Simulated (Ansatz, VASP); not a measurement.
## Ga in VASP and in Ansatz

```
CELL_PARAMETERS angstrom
-1.36767 1.41225 2.22900
1.41225 -1.36767 2.22900
1.39575 1.39575 -2.20092
ATOMIC_POSITIONS crystal
Ga 0.00000 0.00000 0.00000
```

Change from the starting cell: equal xy, yz and zx shear strains of +2 %.

Alike in both runs: task single point; functional LDA; k mesh 14 × 14 × 16; occupations fermi-dirac, width 0.05 eV; no spin polarisation.

|  | VASP | Ansatz |
| --- | --- | --- |
| version | VASP 6.6.1 | Ansatz 0.2.0 |
| potentials or method | VASP PAW LDA potentials, release 64 (Ga_d), cutoff 520 eV | all-electron LAPW, scalar-relativistic |

```tsv
	VASP	Ansatz	Ansatz less VASP
pressure (GPa)	-1.6	-1.6	-0.03
traceless stress, the component that is largest in VASP (GPa)	-0.27	-0.27	-0.001
```

LDA's correlation is that of Perdew and Zunger in VASP and of Perdew and Wang (1992) in Ansatz. Ansatz ran all-electron here, and VASP with PAW potentials.
